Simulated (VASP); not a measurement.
# TaAs (I4_1md) in VASP: electric field gradients with PBE

Aim: the electric field gradients of TaAs with PBE.

Program: VASP 6.6.1. These are calculated values, not measurements. Logs are shortened: lines on timing, memory, paths and dates and some standing lists are left out, and cuts for length are marked.

## (1) The cell of the first run

The structure is tetragonal, space group I4_1md (No. 109). Conventional cell: a = 3.464 Å, b = 3.464 Å, c = 11.733 Å, α = 90.00°, β = 90.00°, γ = 90.00°. Ta (site symmetry 2mm) has 6 As at 2.62 to 2.63 Å and 8 Ta at 3.41 to 3.46 Å within 3.5 Å. As (site symmetry 2mm) has 6 Ta at 2.62 to 2.63 Å and 8 As at 3.41 to 3.46 Å within 3.5 Å.

## (2) Electric field gradients, PBE

Contents of INCAR:

```
SYSTEM = TaAs
  ALGO = Normal
  EDIFF = 1E-8
  ENCUT = 400
  GGA = PE
  GGA_COMPAT = .False.
  ISIF = 2
  ISMEAR = -1
  LASPH = .True.
  LCHARG = .False.
  LEFG = .True.
  LREAL = .False.
  LWAVE = .False.
  NBANDS = 24
  NELM = 120
  PREC = Accurate
  SIGMA = 0.15
```

Contents of KPOINTS:

```
k-points
0
Gamma
  18 18 18
  0 0 0
```

Contents of POSCAR:

```
TaAs
1.0
   -1.7319944727      1.7319944727      5.8664873575
    1.7319944727     -1.7319944727      5.8664873575
    1.7319944727      1.7319944727     -5.8664873575
Ta As
2 2
Direct
    0.5001820309      1.0001820309      0.5000000000
    0.7501820309      0.7501820309      0.0000000000
    0.0824173891      0.5824173891      0.5000000000
    0.3324173891      0.3324173891      0.0000000000
```

Potentials or basis: VASP PAW PBE potentials, release 64 (Ta_pv, As).

On the command line:

```sh
$ cat potpaw_PBE.64/Ta_pv/POTCAR potpaw_PBE.64/As/POTCAR > POTCAR
$ mpirun -np 1 vasp_std > vasp.out
```

OUTCAR:

```text
SYSTEM = TaAs
   EDIFF = 1E-8
   ENCUT = 400
   GGA = PE
   ISIF = 2
   ISMEAR = -1
   LASPH = .True.
   LREAL = .False.
   NELM = 120
   PREC = Accurate

 ion  position               nearest neighbor table
   1  0.500  0.000  0.500-   4 2.62   4 2.62   3 2.63   3 2.63   3 2.63   3 2.63   2 3.41   2 3.41
                             2 3.41   2 3.41
   2  0.750  0.750  0.000-   3 2.62   3 2.62   4 2.63   4 2.63   4 2.63   4 2.63   1 3.41   1 3.41
                             1 3.41   1 3.41
   3  0.082  0.582  0.500-   2 2.62   2 2.62   1 2.63   1 2.63   1 2.63   1 2.63
   4  0.332  0.332  0.000-   1 2.62   1 2.62   2 2.63   2 2.63   2 2.63   2 2.63

  LATTYP: Found a body centered tetragonal cell.
 ALAT       =     3.4639889454
 C/A-ratio  =     3.3871282212

  Lattice vectors:

 A1 = (  -1.7319944727,   1.7319944727,   5.8664873575)
 A2 = (   1.7319944727,  -1.7319944727,   5.8664873575)
 A3 = (   1.7319944727,   1.7319944727,  -5.8664873575)

Analysis of symmetry for initial positions (statically):
=====================================================================
 Subroutine PRICEL returns:
 Original cell was already a primitive cell.

 Routine SETGRP: Setting up the symmetry group for a
 body centered tetragonal supercell.

 Subroutine GETGRP returns: Found  8 space group operations
 (whereof  4 operations were pure point group operations)
 out of a pool of 16 trial point group operations.

The static configuration has the point symmetry C_2v.
 The point group associated with its full space group is C_4v.

Analysis of symmetry for dynamics (positions and initial velocities):
=====================================================================
 Subroutine PRICEL returns:
 Original cell was already a primitive cell.

 Routine SETGRP: Setting up the symmetry group for a
 body centered tetragonal supercell.

 Subroutine GETGRP returns: Found  8 space group operations
 (whereof  4 operations were pure point group operations)
 out of a pool of 16 trial point group operations.

The dynamic configuration has the point symmetry C_2v.
 The point group associated with its full space group is C_4v.

 Subroutine INISYM returns: Found  8 space group operations
 (whereof  4 operations are pure point group operations),
 and found     1 'primitive' translations

----------------------------------------------------------------------------------------

                                     Primitive cell

  volume of cell :      70.3933

  direct lattice vectors                    reciprocal lattice vectors
    -1.731994473  1.731994473  5.866487357     0.000000000  0.288684524  0.085229878
     1.731994473 -1.731994473  5.866487357     0.288684524  0.000000000  0.085229878
     1.731994473  1.731994473 -5.866487357     0.288684524  0.288684524  0.000000000

  length of vectors
     6.357301599  6.357301599  6.357301599     0.301003134  0.301003134  0.408261569

  position of ions in fractional coordinates (direct lattice)
     0.500182031  0.000182031  0.500000000
     0.750182031  0.750182031  0.000000000
     0.082417389  0.582417389  0.500000000
     0.332417389  0.332417389  0.000000000

  ion indices of the primitive-cell ions
   primitive index   ion index
                 1           1
                 2           2
                 3           3
                 4           4

----------------------------------------------------------------------------------------

 KPOINTS: k-points

Automatic generation of k-mesh.
 Grid dimensions read from file:
 generate k-points for:   18   18   18

 Generating k-lattice:

  Cartesian coordinates                     Fractional coordinates (reciprocal lattice)
     0.000000000  0.016038029  0.004734993     0.055555556 -0.000000000  0.000000000
     0.016038029  0.000000000  0.004734993    -0.000000000  0.055555556  0.000000000
     0.016038029  0.016038029  0.000000000     0.000000000  0.000000000  0.055555556

  Length of vectors
[... 38 lines left out ...]
   number of dos      NEDOS =    301   number of ions     NIONS =      4
   total plane-waves  NPLWV =  74088
   dimension x,y,z NGX =    42 NGY =   42 NGZ =   42
   dimension x,y,z NGXF=    84 NGYF=   84 NGZF=   84
   ions per type =               2   2
   NGX,Y,Z   is equivalent  to a cutoff of  10.98, 10.98, 10.98 a.u.
   NGXF,Y,Z  is equivalent  to a cutoff of  21.97, 21.97, 21.97 a.u.
 SYSTEM =  TaAs
   PREC   = accura    normal or accurate (medium, high low for compatibility)
   ISTART =      0    job   : 0-new  1-cont  2-samecut
   ICHARG =      2    charge: 1-file 2-atom 10-const
   ISPIN  =      1    spin polarized calculation?
   LNONCOLLINEAR =      F non collinear calculations
   LSORBIT =      F    spin-orbit coupling
   LASPH  =      T    aspherical Exc in radial PAW
   ENCUT  =  400.0 eV  29.40 Ry    5.42 a.u.  10.37 10.37 10.37*2*pi/ulx,y,z
   NELM   =    120;   NELMIN=  2; NELMDL= -5     # of ELM steps
   EDIFF  = 0.1E-07   stopping-criterion for ELM
   LREAL  =      F    real-space projection
   EDIFFG = 0.1E-06   stopping-criterion for IOM
   NSW    =      0    number of steps for IOM
   IBRION =     -1    ionic relax: 0-MD 1-quasi-New 2-CG
   NFREE  =      0    steps in history (QN), initial steepest desc. (CG)
   ISIF   =      2    stress and relaxation
   ISYM   =      2    0-nonsym 1-usesym 2-fastsym
   POTIM  = 0.5000    time-step for ionic-motion
   TEBEG  =    0.0;   TEEND  =   0.0 temperature during run
   PSTRESS=    0.0 pullay stress
   NELECT =      32.0000    total number of electrons
   NUPDOWN=      -1.0000    fix difference up-down
   EMIN   =  10.00;   EMAX   =-10.00  energy-range for DOS
   EFERMI =   0.00;   METHOD = LEGACY
   ISMEAR =    -1;   SIGMA  =   0.15  broadening in eV -4-tet -1-fermi 0-gaus
   EFERMI_NEDOS =   21; number of points for ismear=-14 and -15
   IALGO  =     38    algorithm
   IMIX   =      4    mixing-type and parameters
     AMIX     =   0.40;   BMIX     =  1.00
     AMIX_MAG =   1.60;   BMIX_MAG =  1.00
  volume/ion in A,a.u.               =      17.60       118.76
  Fermi-wavevector in a.u.,A,eV,Ry     =   1.258774  2.378738 21.558596  1.584512
  Thomas-Fermi vector in A             =   2.392367
   LORBIT       =      0    0 simple, 1 ext, 2 COOP (PROOUT), +10 PAW based schemes
   GGA     = PE    functional components
   LHFCALC =     F    Hartree Fock is set to
   AEXX    =    0.0000 exact exchange contribution
   IVDW    =     0    specifies the selected vdW correction
   LEPSILON=     F    determine dielectric tensor
   LRPA    =     F    only Hartree local field effects (RPA)
 non-spin polarized calculation
  energy-cutoff  :      400.00
  volume of cell :       70.39
 maximum number of plane-waves:      1295
 NGX is ok and might be reduce to    42
   NGX = 21   NGY = 21   NGZ = 21

 number of electron      31.9999995 magnetization

 Free energy of the ion-electron system (eV)
  ---------------------------------------------------
  ext. energy  EPLUGINS =         0.00000000
  ---------------------------------------------------
  free energy    TOTEN  =       -35.13836682 eV

  energy without entropy =      -35.07697866  energy(sigma->0) =      -35.10767274

 E-fermi :   6.8195     XC(G=0): -11.8534

 val. band max:        6.8168644097   @ k =  -0.1111   0.4444   0.1111
 cond. band min:       6.8385431439   @ k =  -0.2222   0.5000   0.2222
 fundamental gap:      0.0216787343
 Fermi energy:         6.8195450454

 k-point     1 :       0.0000    0.0000    0.0000
  band No.  band energies     occupation
      1     -28.1309      2.00000
      2     -28.1000      2.00000
      3     -28.1000      2.00000
      4     -27.9555      2.00000
      5     -27.9555      2.00000
      6     -27.9013      2.00000
[... 637 lines left out ...]
     23      11.4489      0.00000
     24      12.1696      0.00000

 [... further k-points ...]
[... 5 lines left out ...]
  --------------------------------------------------------------------------------------
  -------------------------------------------------------------------------------------
  Total        0.1924345      0.1924345      0.1477294      0.0000000      0.0000000      0.0000000
  in kB        4.3798812      4.3798812      3.3623776      0.0000000      0.0000000      0.0000000
  external PRESSURE =       4.0407133 kB  Pullay stress =       0.0000000 kB

 VOLUME and BASIS-vectors are now :
 -----------------------------------------------------------------------------
  energy-cutoff  :      400.00
  volume of cell :       70.39
      direct lattice vectors                 reciprocal lattice vectors
    -1.731994473  1.731994473  5.866487357     0.000000000  0.288684524  0.085229878
     1.731994473 -1.731994473  5.866487357     0.288684524  0.000000000  0.085229878
     1.731994473  1.731994473 -5.866487357     0.288684524  0.288684524  0.000000000

 POSITION                                       TOTAL-FORCE (eV/Angst)
 -----------------------------------------------------------------------------------
      0.00000      1.73199      0.00214         0.000000     -0.000000      0.001643
      0.00000      0.00000      8.80187        -0.000000      0.000000      0.001643
      1.73199      0.00000      0.96700        -0.000000      0.000000     -0.001643
      0.00000      0.00000      3.90024         0.000000     -0.000000     -0.001643
 -----------------------------------------------------------------------------------
    total drift:                                0.000000      0.000000      0.000042

  FREE ENERGIE OF THE ION-ELECTRON SYSTEM (eV)
  ---------------------------------------------------
  free  energy   TOTEN  =       -35.1383668160 eV

  energy  without entropy=      -35.0769786622  energy(sigma->0) =      -35.10767274

 Electric field gradients (V/A^2)
---------------------------------------------------------------------
 ion       V_xx      V_yy      V_zz      V_xy      V_xz      V_yz
---------------------------------------------------------------------
   1      12.063   -17.635     5.572     0.001     0.001     0.001
   2     -17.635    12.063     5.572     0.001     0.001     0.001
   3      -7.016   -13.416    20.432    -0.000    -0.000    -0.000
   4     -13.416    -7.016    20.432    -0.000    -0.000    -0.000
---------------------------------------------------------------------

 Electric field gradients after diagonalization (V/A^2)
 (convention: |V_zz| > |V_xx| > |V_yy|)
----------------------------------------------------------------------
 ion       V_xx      V_yy      V_zz     asymmetry (V_yy - V_xx)/ V_zz
----------------------------------------------------------------------
   1      12.063     5.572   -17.635       0.368
   2      12.063     5.572   -17.635       0.368
   3     -13.416    -7.016    20.432       0.313
   4     -13.416    -7.016    20.432       0.313
----------------------------------------------------------------------

           NMR quadrupolar parameters

 Cq : quadrupolar parameter    Cq=e*Q*V_zz/h
 eta: asymmetry parameters     (V_yy - V_xx)/ V_zz
 Q  : nuclear electric quadrupole moment in mb (millibarn)
----------------------------------------------------------------------
 ion       Cq(MHz)       eta       Q (mb)
----------------------------------------------------------------------
   1      -0.043       0.368       1.000
   2      -0.043       0.368       1.000
   3       0.049       0.313       1.000
   4       0.049       0.313       1.000
----------------------------------------------------------------------
```

Run time: 20 min. Hardware: 1 thread of Intel Xeon Platinum 8488C (Sapphire Rapids), shared host; peak memory 0.63 GiB.

Results:

* Free energy: -35.1384 eV
* Pressure: 0.4 GPa
* Band gap on the k mesh: zero (bands 16 and 17 overlap by 0.02 eV)
* Largest electric field gradient by atom: Ta -17.6; As +20.4 V/Å²

Electric field gradients, principal values (V/Å²):
```tsv
atom	least	middle	greatest (by size)
1 Ta	5.572	12.063	-17.635
2 Ta	5.572	12.063	-17.635
3 As	-7.016	-13.416	20.432
4 As	-7.016	-13.416	20.432
```

Caveat: without QUAD_EFG the Cq values of the log hold for a quadrupole moment of 1 mb, not for the nuclei; spin-orbit coupling is left out, which moves the levels of the heavy elements.
